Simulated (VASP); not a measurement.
# SiC (Cmmm) in VASP: relaxation of cell and atoms with PBE

Aim: the relaxation of cell and atoms of SiC with PBE.

All numbers are computed with VASP 6.6.1; they aren't measurements. Logs are shortened: lines on timing, memory, paths and dates and some standing lists are left out, and cuts for length are marked.

## 1. The cell of the first run

The structure is orthorhombic, space group Cmmm (No. 65). Conventional cell: a = 2.537 Å, b = 11.696 Å, c = 3.057 Å, α = 90.00°, β = 90.00°, γ = 90.00°. Si (site symmetry m2m) has 2 C at 2.01 Å and 3 Si at 2.46 to 2.54 Å within 2.7 Å. C (site symmetry m2m) has 2 C at 1.48 Å and 2 Si at 2.01 Å within 2.1 Å.

The cell was generated, and may not be a known phase.

## 2. Relaxation of cell and atoms, PBE

File INCAR:

```
SYSTEM = SiC
ALGO = Fast ; EDIFF = 1E-6
EDIFFG = -0.01 ; ENCUT = 600
GGA = PE ; IBRION = 2
ISIF = 3 ; ISMEAR = 0
LASPH = .TRUE. ; LCHARG = .FALSE.
LREAL = .FALSE. ; LWAVE = .FALSE.
NELM = 80 ; NSW = 100
PREC = Accurate ; SIGMA = 0.1
```

File KPOINTS:

```
k-points
0
G
  18 18 16
  0 0 0
```

File POSCAR:

```
SiC
1.0
    1.2682880730     -5.8480330111      0.0000000000
    1.2682880730      5.8480330111      0.0000000000
    0.0000000000      0.0000000000      3.0571157700
Si C
2 2
Direct
    0.1050447767      0.8949552233      0.5000000000
    0.8949552233      0.1050447767      0.5000000000
    0.2170007169      0.7829992831      0.0000000000
    0.7829992831      0.2170007169      0.0000000000
```

Potentials or basis: VASP PAW PBE potentials, release 64 (Si, C).

Launch:

```
cat potpaw_PBE.64/Si/POTCAR potpaw_PBE.64/C/POTCAR > POTCAR
mpirun -np 1 vasp_std > vasp.out
```

OUTCAR:

```text
SYSTEM = SiC
   EDIFF = 1E-6
   EDIFFG = -0.01
   ENCUT = 600
   GGA = PE
   IBRION = 2
   ISIF = 3
   ISMEAR = 0
   LASPH = .TRUE.
   LREAL = .FALSE.
   NELM = 80
   NSW = 100
   PREC = Accurate

 ion  position               nearest neighbor table
   1  0.105  0.895  0.500-   3 2.01   3 2.01   2 2.46
   2  0.895  0.105  0.500-   4 2.01   4 2.01   1 2.46
   3  0.217  0.783  0.000-   4 1.48   4 1.48   1 2.01   1 2.01
   4  0.783  0.217  0.000-   3 1.48   3 1.48   2 2.01   2 2.01

  LATTYP: Found a base centered orthorhombic cell.
 ALAT       =     2.5365761460
 B/A-ratio  =     4.6109658646
 C/A-ratio  =     1.2052134823

  Lattice vectors:

 A1 = (   1.2682880730,  -5.8480330111,   0.0000000000)
 A2 = (   1.2682880730,   5.8480330111,   0.0000000000)
 A3 = (   0.0000000000,   0.0000000000,   3.0571157700)

Analysis of symmetry for initial positions (statically):
=====================================================================
 Subroutine PRICEL returns:
 Original cell was already a primitive cell.

 Routine SETGRP: Setting up the symmetry group for a
 base centered orthorhombic supercell.

 Subroutine GETGRP returns: Found  8 space group operations
 (whereof  8 operations were pure point group operations)
 out of a pool of  8 trial point group operations.

The static configuration has the point symmetry D_2h.

Analysis of symmetry for dynamics (positions and initial velocities):
=====================================================================
 Subroutine PRICEL returns:
 Original cell was already a primitive cell.

 Routine SETGRP: Setting up the symmetry group for a
 base centered orthorhombic supercell.

 Subroutine GETGRP returns: Found  8 space group operations
 (whereof  8 operations were pure point group operations)
 out of a pool of  8 trial point group operations.

The dynamic configuration has the point symmetry D_2h.

 Subroutine INISYM returns: Found  8 space group operations
 (whereof  8 operations are pure point group operations),
 and found     1 'primitive' translations

----------------------------------------------------------------------------------------

                                     Primitive cell

  volume of cell :      45.3492

  direct lattice vectors                    reciprocal lattice vectors
     1.268288073 -5.848033011  0.000000000     0.394232202 -0.085498833  0.000000000
[... 123 lines left out ...]
 RMM-DIIS sequential band-by-band and
 Gauss-broadening in eV      SIGMA  =   0.10
  energy-cutoff  :      600.00
  volume of cell :       45.35
 maximum number of plane-waves:      1539
   NGX = 23   NGY = 23   NGZ = 13

--------------------------------------- Ionic step        1  -------------------------------------------

 number of electron      16.0000000 magnetization

 Free energy of the ion-electron system (eV)
  ---------------------------------------------------
  ext. energy  EPLUGINS =         0.00000000
  ---------------------------------------------------
  free energy    TOTEN  =       -27.35262382 eV

  energy without entropy =      -27.34722834  energy(sigma->0) =      -27.34992608

------------------------ aborting loop because EDIFF is reached ----------------------------------------

  FORCE on cell =-STRESS in cart. coord.  units (eV):
  Direction    XX          YY          ZZ          XY          YZ          ZX
  --------------------------------------------------------------------------------------
  -------------------------------------------------------------------------------------
  Total       -0.7594043      0.8893254      0.2828352     -0.0000000      0.0000000      0.0000000
  in kB      -26.8295904     31.4196729      9.9925059     -0.0000000      0.0000000      0.0000000
  external PRESSURE =       4.8608628 kB  Pullay stress =       0.0000000 kB
[... 95 lines left out ...]
  FREE ENERGIE OF THE ION-ELECTRON SYSTEM (eV)
  ---------------------------------------------------
  free  energy   TOTEN  =       -27.3638823762 eV

  energy  without entropy=      -27.3588102633  energy(sigma->0) =      -27.36134632

[... ionic steps 4 to 8 ...]

--------------------------------------- Ionic step        9  -------------------------------------------

 number of electron      16.0000000 magnetization

------------------------ aborting loop because EDIFF is reached ----------------------------------------
[... 71 lines left out ...]
--------------------------------------- Ionic step       11  -------------------------------------------

 number of electron      15.9999999 magnetization

 Free energy of the ion-electron system (eV)
  ---------------------------------------------------
  ext. energy  EPLUGINS =         0.00000000
  ---------------------------------------------------
  free energy    TOTEN  =       -27.36746843 eV

  energy without entropy =      -27.36281564  energy(sigma->0) =      -27.36514203

 E-fermi :   8.1252     XC(G=0): -11.0050

 val. band max:        8.1226662010   @ k =  -0.2222   0.2222   0.4375
 cond. band min:       8.1317291659   @ k =  -0.2222   0.1111   0.3125
 fundamental gap:      0.0090629648
 Fermi energy:         8.1252338407

 k-point     1 :       0.0000    0.0000    0.0000
  band No.  band energies     occupation
      1      -9.7597      2.00000
      2      -3.6820      2.00000
      3      -2.2226      2.00000
      4       2.7663      2.00000
      5       3.7937      2.00000
      6       5.5497      2.00000
      7       6.8299      2.00000
      8       8.8861      0.00000
      9       9.6939      0.00000
     10      12.1543      0.00000
     11      13.1942      0.00000
     12      14.8520      0.00000
[... 331 lines left out ...]
 k-point    24 :      -0.2222    0.0556    0.0000
  band No.  band energies     occupation
      1      -9.2452      2.00000
      2      -3.4234      2.00000
      3      -1.2212      2.00000
      4       1.7200      2.00000
      5       3.2823      2.00000
      6       4.9299      2.00000
      7       7.7623      2.00000
      8       8.9218      0.00000
      9       9.2502      0.00000
     10      11.8704      0.00000
     11      12.8999      0.00000
     12      13.5433      0.00000

 [... further k-points ...]

------------------------ aborting loop because EDIFF is reached ----------------------------------------

  FORCE on cell =-STRESS in cart. coord.  units (eV):
  Direction    XX          YY          ZZ          XY          YZ          ZX
  --------------------------------------------------------------------------------------
  -------------------------------------------------------------------------------------
  Total       -0.0068664      0.0158301      0.0079533     -0.0000000      0.0000000      0.0000000
  in kB       -0.2401291      0.5536073      0.2781424     -0.0000000      0.0000000      0.0000000
  external PRESSURE =       0.1972069 kB  Pullay stress =       0.0000000 kB
[... 19 lines left out ...]
  FREE ENERGIE OF THE ION-ELECTRON SYSTEM (eV)
  ---------------------------------------------------
  free  energy   TOTEN  =       -27.3674684325 eV

  energy  without entropy=      -27.3628156369  energy(sigma->0) =      -27.36514203

 reached required accuracy - stopping structural energy minimisation
```

OSZICAR:

```text
N       E                     dE             d eps       ncg     rms          rms(c)
DAV:   1     0.444504585365E+02    0.44450E+02   -0.79299E+03 19656   0.132E+03
DAV:   2    -0.248965540749E+02   -0.69347E+02   -0.64121E+02 25984   0.196E+02
DAV:   3    -0.290277429444E+02   -0.41312E+01   -0.40412E+01 25804   0.484E+01
[... 76 lines left out ...]
       N       E                     dE             d eps       ncg     rms          rms(c)
DAV:   1    -0.273675038069E+02   -0.64066E-04   -0.39461E-03 22344   0.540E-01    0.352E-02
RMM:   2    -0.273674755043E+02    0.28303E-04   -0.11343E-04 19656   0.840E-02    0.173E-02
RMM:   3    -0.273674686696E+02    0.68346E-05   -0.27856E-05 19658   0.382E-02    0.618E-03
RMM:   4    -0.273674684325E+02    0.23717E-06   -0.56466E-06 17748   0.180E-02
  11 F= -.27367468E+02 E0= -.27365142E+02  d E =-.685643E-04
```

CONTCAR:

```text
SiC
   1.00000000000000
     1.2631726551629341   -5.8791257339441803    0.0000000000000000
     1.2631726551629341    5.8791257339441803    0.0000000000000000
     0.0000000000000000    0.0000000000000000    3.0845195052491503
  Si              C
     2     2
Direct
     0.1070862778073478    0.8929137221926522    0.5000000000000000
     0.8929137221926522    0.1070862778073478    0.5000000000000000
     0.2163889587844018    0.7836110412155983    0.0000000000000000
     0.7836110412155983    0.2163889587844018    0.0000000000000000

  0.00000000E+00  0.00000000E+00  0.00000000E+00
  0.00000000E+00  0.00000000E+00  0.00000000E+00
  0.00000000E+00  0.00000000E+00  0.00000000E+00
  0.00000000E+00  0.00000000E+00  0.00000000E+00
```

Wall time 68 min (1 thread of Oxide Virtual Turin-like, shared host); peak memory 0.61 GiB.

Results:

* Free energy: -27.3675 eV
* Relaxed volume: 11.45 Å³/atom
* Relaxed cell: a = 6.013 Å, b = 6.013 Å, c = 3.085 Å, α = 90.00°, β = 90.00°, γ = 155.75°
* Space group after relaxing (to 0.1 Å): Cmmm (No. 65)
* Energy gained by relaxing: 3.7 meV/atom
* Ionic steps: 11
* Pressure after relaxing: 0.0 GPa
* Largest force after relaxing: 0.010 eV/Å
* Band gap on the k mesh: zero (bands 8 and 9 overlap by 4.22 eV)

Forces in eV/Å, atoms in the order of the input:
```
Si   0.000  0.009  0.000
Si   0.000 -0.009  0.000
C    0.000  0.010  0.000
C    0.000 -0.010  0.000
```

The path:
| step | energy change (eV) | largest force (eV/Å) | pressure (GPa) | volume (Å³) |
| --- | --- | --- | --- | --- |
| 1 | 0.0000 | 0.3186 | 0.49 | 45.35 |
| 2 | -0.0079 | 0.4375 | 0.23 | 45.57 |
| 3 | -0.0113 | 0.1829 | 0.30 | 45.49 |
| 4 | -0.0142 | 0.0673 | 0.55 | 45.66 |
| 5 | -0.0143 | 0.0479 | 0.53 | 45.65 |
| 6 | -0.0144 | 0.0071 | -0.45 | 45.91 |
| 7 | -0.0146 | 0.0150 | -0.06 | 45.80 |
| 8 | -0.0147 | 0.0071 | -0.01 | 45.80 |
| 9 | -0.0148 | 0.0176 | 0.10 | 45.78 |
| 10 | -0.0148 | 0.0144 | 0.07 | 45.79 |
| 11 | -0.0148 | 0.0096 | 0.02 | 45.81 |

Final structure:
```xyz
4
Lattice="1.2632 -5.8791 0.0000 1.2632 5.8791 0.0000 0.0000 0.0000 3.0845" Properties=species:S:1:pos:R:3 pbc="T T T"
Si    1.2632    4.6200    1.5423
Si    1.2632   -4.6200    1.5423
C     1.2632    3.3348    0.0000
C     1.2632   -3.3348    0.0000
```

Levels at points of the mesh, in eV from the Fermi level:
| k point | band 6 | band 7 | band 8 | band 9 | band 10 | band 11 |
| --- | --- | --- | --- | --- | --- | --- |
| (0.00, 0.00, 0.00) | -2.58 | -1.30 | 0.76 | 1.57 | 4.03 | 5.07 |
| (0.50, 0.00, 0.00) | -3.45 | -1.49 | -1.29 | -1.26 | 3.62 | 5.30 |
| (0.50, 0.50, 0.00) | -4.33 | 0.31 | 1.84 | 2.13 | 2.89 | 6.29 |
| (0.00, 0.00, 0.50) | -5.32 | -4.08 | 1.82 | 2.47 | 4.12 | 4.27 |
| (0.50, 0.00, 0.50) | -5.37 | -3.26 | -2.88 | -1.13 | 2.40 | 2.85 |
| (0.50, 0.50, 0.50) | -3.95 | -2.65 | -2.18 | -1.02 | 6.69 | 6.83 |
